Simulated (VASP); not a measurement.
# SiO2 (P6_422) in VASP: further runs

SiO2 is run at these levels: PBEsol; tasks: single point.

Program: VASP 6.6.1. These are calculated values, not measurements. Logs are shortened: lines on timing, memory, paths and dates and some standing lists are left out, and cuts for length are marked.

**1. The cell of the first run**

It takes space group P6_422 (No. 181, hexagonal). The conventional cell has a = 4.775 Å, b = 4.775 Å, c = 5.558 Å, α = 90.00°, β = 90.00°, γ = 120.00°. Si (site symmetry 222) has 4 O at 1.55 Å within 2.1 Å. Within 2.1 Å of O (site symmetry 2) lie 2 Si at 1.55 Å.

**2. Single point, PBEsol (strain -0.0600 x Voigt [1, 1, 0, 0, 0, 0])**

INCAR

```
  PREC = Accurate
  ENCUT = 520
  EDIFF = 1E-6
  ISMEAR = 0
  SIGMA = 0.05
  LREAL = False
  LASPH = True
  NELM = 60
  ALGO = Normal
  ISIF = 2
  LWAVE = False
  LCHARG = True
  GGA = PS
  LELF = True
  LVHAR = True
  NBANDS = 34
```

KPOINTS

```
Automatic mesh
0
Gamma
  6 6 4
```

POSCAR

```
SiO2
1.0
    4.7754093704      0.0000000000      0.0000000000
   -2.3877046852      4.1356258282      0.0000000000
    0.0000000000      0.0000000000      5.5583697557
Si O
3 6
Direct
    0.0000000000      0.5000000000      0.3333333333
    0.5000000000      0.5000000000      0.6666666667
    0.5000000000      0.0000000000      0.0000000000
    0.5845091965      0.7922545982      0.8333333333
    0.7922545982      0.5845091965      0.5000000000
    0.7922545982      0.2077454018      0.1666666667
    0.4154908035      0.2077454018      0.8333333333
    0.2077454018      0.4154908035      0.5000000000
    0.2077454018      0.7922545982      0.1666666667
```

Potentials or basis: VASP PAW PBE potentials, release 64 (Si, O).

On the command line:

```sh
cat potpaw_PBE.64/Si/POTCAR potpaw_PBE.64/O/POTCAR > POTCAR
mpirun -np 1 vasp_std > vasp.out
```

OUTCAR:

```text
PREC = Accurate
   ENCUT = 520
   EDIFF = 1E-6
   ISMEAR = 0
   LREAL = False
   LASPH = True
   NELM = 60
   ISIF = 2
   GGA = PS

 ion  position               nearest neighbor table
   1  0.000  0.500  0.333-   6 1.55   9 1.55   8 1.55   5 1.55   3 3.02   3 3.02   2 3.02   2 3.02

   2  0.500  0.500  0.667-   4 1.55   7 1.55   5 1.55   8 1.55   3 3.02   3 3.02   1 3.02   1 3.02

   3  0.500  0.000  0.000-   6 1.55   9 1.55   7 1.55   4 1.55   1 3.02   2 3.02   2 3.02   1 3.02

   4  0.585  0.792  0.833-   2 1.55   3 1.55
   5  0.792  0.585  0.500-   2 1.55   1 1.55
   6  0.792  0.208  0.167-   1 1.55   3 1.55
   7  0.415  0.208  0.833-   2 1.55   3 1.55
   8  0.208  0.415  0.500-   2 1.55   1 1.55
   9  0.208  0.792  0.167-   1 1.55   3 1.55

  LATTYP: Found a hexagonal cell.
 ALAT       =     4.7754093704
 C/A-ratio  =     1.1639567050

  Lattice vectors:

 A1 = (   4.7754093704,   0.0000000000,   0.0000000000)
 A2 = (  -2.3877046852,   4.1356258282,   0.0000000000)
 A3 = (   0.0000000000,   0.0000000000,   5.5583697557)

Analysis of symmetry for initial positions (statically):
=====================================================================
 Subroutine PRICEL returns:
 Original cell was already a primitive cell.

 Routine SETGRP: Setting up the symmetry group for a
 hexagonal supercell.

 Subroutine GETGRP returns: Found 12 space group operations
 (whereof  4 operations were pure point group operations)
 out of a pool of 24 trial point group operations.

The static configuration has the point symmetry D_2 .
 The point group associated with its full space group is D_6 .

Analysis of symmetry for dynamics (positions and initial velocities):
=====================================================================
 Subroutine PRICEL returns:
 Original cell was already a primitive cell.

 Routine SETGRP: Setting up the symmetry group for a
 hexagonal supercell.

 Subroutine GETGRP returns: Found 12 space group operations
 (whereof  4 operations were pure point group operations)
 out of a pool of 24 trial point group operations.

The dynamic configuration has the point symmetry D_2 .
 The point group associated with its full space group is D_6 .

 Subroutine INISYM returns: Found 12 space group operations
[... 109 lines left out ...]
   EDIFFG = 0.1E-04   stopping-criterion for IOM
   NSW    =      0    number of steps for IOM
   IBRION =     -1    ionic relax: 0-MD 1-quasi-New 2-CG
   NFREE  =      0    steps in history (QN), initial steepest desc. (CG)
   ISIF   =      2    stress and relaxation
   ISYM   =      2    0-nonsym 1-usesym 2-fastsym
   POTIM  = 0.5000    time-step for ionic-motion
   TEBEG  =    0.0;   TEEND  =   0.0 temperature during run
   PSTRESS=    0.0 pullay stress
   NELECT =      48.0000    total number of electrons
   NUPDOWN=      -1.0000    fix difference up-down
   EMIN   =  10.00;   EMAX   =-10.00  energy-range for DOS
   EFERMI =   0.00;   METHOD = LEGACY
   ISMEAR =     0;   SIGMA  =   0.05  broadening in eV -4-tet -1-fermi 0-gaus
   EFERMI_NEDOS =   21; number of points for ismear=-14 and -15
   IALGO  =     38    algorithm
   IMIX   =      4    mixing-type and parameters
     AMIX     =   0.40;   BMIX     =  1.00
     AMIX_MAG =   1.60;   BMIX_MAG =  1.00
  volume/ion in A,a.u.               =      12.20        82.31
  Fermi-wavevector in a.u.,A,eV,Ry     =   1.242574  2.348124 21.007250  1.543989
  Thomas-Fermi vector in A             =   2.376922
   LORBIT       =      0    0 simple, 1 ext, 2 COOP (PROOUT), +10 PAW based schemes
   GGA     = PS    functional components
   LHFCALC =     F    Hartree Fock is set to
   AEXX    =    0.0000 exact exchange contribution
   IVDW    =     0    specifies the selected vdW correction
   LEPSILON=     F    determine dielectric tensor
   LRPA    =     F    only Hartree local field effects (RPA)
 non-spin polarized calculation
 Gauss-broadening in eV      SIGMA  =   0.05
  energy-cutoff  :      520.00
  volume of cell :      109.77
 maximum number of plane-waves:      2979
 NGX is ok and might be reduce to    36
   NGX = 17   NGY = 17   NGZ = 21

 number of electron      47.9999967 magnetization

 Free energy of the ion-electron system (eV)
  ---------------------------------------------------
  ext. energy  EPLUGINS =         0.00000000
  ---------------------------------------------------
  free energy    TOTEN  =       -72.69127814 eV

  energy without entropy =      -72.69127814  energy(sigma->0) =      -72.69127814

 E-fermi :   1.6708     XC(G=0):  -9.4026

 val. band max:        1.4096623013   @ k =   0.0000   0.0000   0.5000
 cond. band min:       7.3880448105   @ k =   0.0000   0.0000   0.0000
 fundamental gap:      5.9783825093
 Fermi energy:         1.6707531121

 k-point     1 :       0.0000    0.0000    0.0000
  band No.  band energies     occupation
      1     -18.6631      2.00000
      2     -17.0564      2.00000
      3     -17.0564      2.00000
      4     -16.1691      2.00000
      5     -16.1259      2.00000
      6     -16.1259      2.00000
[... 766 lines left out ...]
     33      13.4180      0.00000
     34      13.5191      0.00000

------------------------ aborting loop because EDIFF is reached ----------------------------------------

  FORCE on cell =-STRESS in cart. coord.  units (eV):
  Direction    XX          YY          ZZ          XY          YZ          ZX
  --------------------------------------------------------------------------------------
  -------------------------------------------------------------------------------------
  Total       20.2461451     20.2461451     18.5520653     -0.0000000      0.0000000      0.0000000
  in kB      295.4973891    295.4973891    270.7718844     -0.0000000      0.0000000      0.0000000
  external PRESSURE =     287.2555542 kB  Pullay stress =       0.0000000 kB

 VOLUME and BASIS-vectors are now :
 -----------------------------------------------------------------------------
  energy-cutoff  :      520.00
  volume of cell :      109.77
      direct lattice vectors                 reciprocal lattice vectors
     4.775409370  0.000000000  0.000000000     0.209406131  0.120900686  0.000000000
    -2.387704685  4.135625828  0.000000000     0.000000000  0.241801372  0.000000000
     0.000000000  0.000000000  5.558369756     0.000000000  0.000000000  0.179908866

 POSITION                                       TOTAL-FORCE (eV/Angst)
 -----------------------------------------------------------------------------------
     -1.19385      2.06781      1.85279         0.000000     -0.000000      0.000000
      1.19385      2.06781      3.70558         0.000000     -0.000000      0.000000
      2.38770      0.00000      0.00000         0.000000     -0.000000     -0.000000
      0.89960      3.27647      4.63197         1.052119      0.607441     -0.000000
      2.38770      2.41731      2.77918         0.000000      1.214882     -0.000000
      3.28731      0.85916      0.92639         1.052119     -0.607441     -0.000000
      1.48810      0.85916      4.63197        -1.052119     -0.607441     -0.000000
      0.00000      1.71831      2.77918         0.000000     -1.214882     -0.000000
     -0.89960      3.27647      0.92639        -1.052119      0.607441     -0.000000
 -----------------------------------------------------------------------------------
    total drift:                               -0.000000      0.000000     -0.000001

  FREE ENERGIE OF THE ION-ELECTRON SYSTEM (eV)
  ---------------------------------------------------
  free  energy   TOTEN  =       -72.6912781393 eV

  energy  without entropy=      -72.6912781393  energy(sigma->0) =      -72.69127814
```

It took 28 s on 1 thread of Intel Xeon 6975P-C (Granite Rapids), shared host; peak memory 0.24 GiB.

Results:

| Property | Result |
| --- | --- |
| Free energy | -72.6913 eV |
| Pressure | 28.7 GPa |
| Largest force | 1.215 eV/Å |
| Band gap on the k mesh | 5.98 eV, indirect (least direct gap 6.08 eV) |

Forces on the atoms (eV/Å):
```
Si   0.000  0.000  0.000
Si   0.000  0.000  0.000
Si   0.000  0.000  0.000
O    1.052  0.607  0.000
O    0.000  1.215  0.000
O    1.052 -0.607  0.000
O   -1.052 -0.607  0.000
O    0.000 -1.215  0.000
O   -1.052  0.607  0.000
```

Levels at points of the mesh, in eV from the valence-band top:
| k point | band 21 | band 22 | band 23 | band 24 | band 25 | band 26 | band 27 | band 28 |
| --- | --- | --- | --- | --- | --- | --- | --- | --- |
| (0.00, 0.00, 0.00) | -1.29 | -0.60 | -0.60 | -0.10 | 5.98 | 9.17 | 9.17 | 9.64 |
| (0.50, 0.00, 0.00) | -1.37 | -1.30 | -0.54 | -0.06 | 8.11 | 9.10 | 9.90 | 10.18 |
| (0.00, 0.00, 0.50) | -1.26 | -0.49 | 0.00 | 0.00 | 7.81 | 7.81 | 8.31 | 10.00 |
| (0.50, 0.00, 0.50) | -1.14 | -0.96 | -0.93 | -0.37 | 9.23 | 9.31 | 9.76 | 9.96 |

Caveat: the cell differs from its parent crystal (strain -0.0600 x Voigt [1, 1, 0, 0, 0, 0]); the PAW data sets were made with another functional, which shifts forces and pressure a little.

**3. Single point, PBEsol (strain -0.0450 x Voigt [1, 1, 0, 0, 0, 0])**

INCAR

```
SYSTEM = SiO2
PREC     = Accurate       ! precision mode
ENCUT    = 520            ! plane-wave cutoff, eV
EDIFF    = 1E-7           ! SCF threshold, eV
ISMEAR   = 0              ! smearing method
SIGMA    = 0.05           ! smearing width, eV
LREAL    = .FALSE.        ! projectors in reciprocal space
LASPH    = .TRUE.         ! aspherical terms in the spheres
NELM     = 100            ! most SCF steps
ALGO     = Normal         ! electronic algorithm
ISIF     = 2              ! what is computed and relaxed
LWAVE    = .FALSE.        ! write WAVECAR
LCHARG   = .FALSE.        ! write CHGCAR
GGA      = PS             ! functional
NBANDS   = 34             ! bands
```

KPOINTS

```
Automatic mesh
0
G
  6 6 4
  0 0 0
```

Edit POSCAR of step 2 so:

```diff
@@ -2,4 +2,4 @@
 1.0
-    4.7754093704      0.0000000000      0.0000000000
-   -2.3877046852      4.1356258282      0.0000000000
+    4.8516127114      0.0000000000      0.0000000000
+   -2.4258063557      4.2016198574      0.0000000000
     0.0000000000      0.0000000000      5.5583697557
```

Potentials or basis: VASP PAW PBE potentials, release 64 (Si, O).

On the command line:

```sh
cat potpaw_PBE.64/Si/POTCAR potpaw_PBE.64/O/POTCAR > POTCAR
mpirun -np 1 vasp_std > vasp.out
```

Run time: 29 s. Hardware: 1 thread of Intel Xeon 6975P-C (Granite Rapids), shared host; peak memory 0.24 GiB.

Results (log left out):

```
Free energy            : -73.2526 eV
Pressure               : 20.3 GPa
Largest force          : 0.867 eV/Å
Band gap on the k mesh : 5.91 eV, indirect (least direct gap 6.03 eV)
```

Forces on the atoms (eV/Å):
```
Si   0.000  0.000  0.000
Si   0.000  0.000  0.000
Si   0.000  0.000  0.000
O    0.751  0.434  0.000
O    0.000  0.867  0.000
O    0.751 -0.434  0.000
O   -0.751 -0.434  0.000
O    0.000 -0.867  0.000
O   -0.751  0.434  0.000
```

Stress tensor (GPa, compression positive):
```
21.07  0.00  0.00
 0.00 21.07  0.00
 0.00  0.00 18.89
```

Levels at points of the mesh, in eV from the valence-band top:
| k point | band 21 | band 22 | band 23 | band 24 | band 25 | band 26 | band 27 | band 28 |
| --- | --- | --- | --- | --- | --- | --- | --- | --- |
| (0.00, 0.00, 0.00) | -1.20 | -0.57 | -0.57 | -0.12 | 5.91 | 9.11 | 9.11 | 9.50 |
| (0.50, 0.00, 0.00) | -1.31 | -1.21 | -0.48 | -0.04 | 8.02 | 8.96 | 9.83 | 10.00 |
| (0.00, 0.00, 0.50) | -1.23 | -0.43 | 0.00 | 0.00 | 7.74 | 7.74 | 8.35 | 9.92 |
| (0.50, 0.00, 0.50) | -1.08 | -0.89 | -0.86 | -0.36 | 9.21 | 9.28 | 9.59 | 9.74 |

Caveat: the cell differs from its parent crystal (strain -0.0450 x Voigt [1, 1, 0, 0, 0, 0]); the PAW data sets were made with another functional, which shifts forces and pressure a little. A k mesh can miss the band edges.

**4. Single point, PBEsol (strain -0.0300 x Voigt [1, 1, 0, 0, 0, 0])**

INCAR

```
PREC = Accurate
ENCUT = 520
EDIFF = 1E-6
ISMEAR = 0
SIGMA = 0.05
LREAL = False
LASPH = True
NELM = 60
ALGO = Normal
ISIF = 2
LWAVE = False
LCHARG = False
GGA = PS
NBANDS = 34
```

KPOINTS

```
regular mesh
0
Gamma
  6 6 4
```

Edit POSCAR of step 3 so:

```diff
@@ -2,4 +2,4 @@
 1.0
-    4.8516127114      0.0000000000      0.0000000000
-   -2.4258063557      4.2016198574      0.0000000000
+    4.9278160524      0.0000000000      0.0000000000
+   -2.4639080262      4.2676138865      0.0000000000
     0.0000000000      0.0000000000      5.5583697557
```

On the command line:

```sh
cat potpaw_PBE.64/Si/POTCAR potpaw_PBE.64/O/POTCAR > POTCAR
mpirun -np 1 vasp_std > vasp.out
```

Wall time 37 s (1 thread of Intel Xeon 6975P-C (Granite Rapids), shared host); peak memory 0.26 GiB.

The run converged. Its results:

```yaml
Free_energy: -73.6425 eV
Pressure: 12.9 GPa
Largest_force: 0.551 eV/Å
Band_gap_on_the_k_mesh: 5.82 eV, indirect (least direct gap 5.96 eV)
```

Forces in eV/Å, atoms in the order of the input:
```
Si   0.000  0.000  0.000
Si   0.000  0.000  0.000
Si   0.000  0.000  0.000
O    0.477  0.276  0.000
O    0.000  0.551  0.000
O    0.477 -0.276  0.000
O   -0.477 -0.276  0.000
O    0.000 -0.551  0.000
O   -0.477  0.276  0.000
```

Stress tensor (GPa, compression positive):
```
13.45  0.00  0.00
 0.00 13.45  0.00
 0.00  0.00 11.83
```

Levels at points of the mesh, in eV from the valence-band top:
```csv
k point,band 21,band 22,band 23,band 24,band 25,band 26,band 27,band 28
"(0.00, 0.00, 0.00)",-1.12,-0.53,-0.53,-0.15,5.82,9.03,9.03,9.36
"(0.50, 0.00, 0.00)",-1.25,-1.13,-0.43,-0.03,7.90,8.81,9.74,9.82
"(0.00, 0.00, 0.50)",-1.20,-0.38,0.00,0.00,7.64,7.64,8.36,9.83
"(0.50, 0.00, 0.50)",-1.02,-0.83,-0.80,-0.35,9.09,9.25,9.39,9.47
```

Caveat: the cell differs from its parent crystal (strain -0.0300 x Voigt [1, 1, 0, 0, 0, 0]); the PAW data sets were made with another functional, which shifts forces and pressure a little. A k mesh can miss the band edges.

**5. Single point, PBEsol (strain -0.0150 x Voigt [1, 1, 0, 0, 0, 0])**

INCAR

```
SYSTEM = SiO2
PREC     = Accurate       ! precision mode
ENCUT    = 520            ! plane-wave cutoff, eV
EDIFF    = 1E-6           ! SCF threshold, eV
ISMEAR   = 0              ! smearing method
SIGMA    = 0.05           ! smearing width, eV
LREAL    = .FALSE.        ! projectors in reciprocal space
LASPH    = .TRUE.         ! aspherical terms in the spheres
NELM     = 80             ! most SCF steps
ALGO     = Normal         ! electronic algorithm
ISIF     = 2              ! what is computed and relaxed
LWAVE    = .FALSE.        ! write WAVECAR
LCHARG   = .FALSE.        ! write CHGCAR
GGA      = PS             ! functional
NBANDS   = 34             ! bands
```

KPOINTS

```
Automatic mesh
0
G
  6 6 4
  0 0 0
```

Edit POSCAR of step 4 so:

```diff
@@ -2,4 +2,4 @@
 1.0
-    4.9278160524      0.0000000000      0.0000000000
-   -2.4639080262      4.2676138865      0.0000000000
+    5.0040193934      0.0000000000      0.0000000000
+   -2.5020096967      4.3336079157      0.0000000000
     0.0000000000      0.0000000000      5.5583697557
```

On the command line:

```sh
cat potpaw_PBE.64/Si/POTCAR potpaw_PBE.64/O/POTCAR > POTCAR
mpirun -np 1 vasp_std > vasp.out
```

It took 34 s on 1 thread of Intel Xeon 6975P-C (Granite Rapids), shared host; peak memory 0.26 GiB.

It converged, with:

```
Free energy            : -73.8743 eV
Pressure               : 6.3 GPa
Largest force          : 0.264 eV/Å
Band gap on the k mesh : 5.70 eV, indirect (least direct gap 5.86 eV)
```

Forces on the atoms (eV/Å):
```
Si   0.000  0.000  0.000
Si   0.000  0.000  0.000
Si   0.000  0.000  0.000
O    0.229  0.132  0.000
O    0.000  0.264  0.000
O    0.229 -0.132  0.000
O   -0.229 -0.132  0.000
O    0.000 -0.264  0.000
O   -0.229  0.132  0.000
```

Stress tensor (GPa, compression positive):
```
6.63 0.00 0.00
0.00 6.63 0.00
0.00 0.00 5.76
```

Levels at points of the mesh, in eV from the valence-band top:
```csv
k point,band 20,band 21,band 22,band 23,band 24,band 25,band 26,band 27,band 28,band 29
"(0.00, 0.00, 0.00)",-1.05,-1.05,-0.49,-0.49,-0.16,5.70,8.92,8.92,9.21,9.21
"(0.50, 0.00, 0.00)",-1.25,-1.19,-1.05,-0.38,-0.01,7.76,8.63,9.62,9.65,9.72
"(0.00, 0.00, 0.50)",-1.93,-1.18,-0.33,0.00,0.00,7.52,7.52,8.34,9.73,9.73
"(0.50, 0.00, 0.50)",-1.40,-0.96,-0.77,-0.74,-0.35,8.77,9.17,9.20,9.36,9.77
```

Caveat: the cell differs from its parent crystal (strain -0.0150 x Voigt [1, 1, 0, 0, 0, 0]); the PAW data sets were made with another functional, which shifts forces and pressure a little.

**6. Summary**

```tsv
cell	gap on the mesh (eV)	pressure (GPa)	largest force (eV/Å)
a = 4.775, b = 4.775, c = 5.558 Å, angles 90.0, 90.0, 120.0°, 9 atoms	5.98	28.7	1.21
a = 4.852, b = 4.852, c = 5.558 Å, angles 90.0, 90.0, 120.0°, 9 atoms	5.91	20.3	0.87
a = 4.928, b = 4.928, c = 5.558 Å, angles 90.0, 90.0, 120.0°, 9 atoms	5.82	12.9	0.55
a = 5.004, b = 5.004, c = 5.558 Å, angles 90.0, 90.0, 120.0°, 9 atoms	5.70	6.3	0.26
```

Alike in all rows: task single point; level PBEsol; potentials or basis VASP PAW PBE potentials, release 64 (Si, O); no spin polarisation; k mesh 6 × 6 × 4; cutoff (eV) 520; smearing gaussian 0.05 eV.

Caveats: the PAW data sets were made with another functional, which shifts forces and pressure a little.

Total energies depend on the potentials used, so only differences within one code and one set of settings carry meaning.
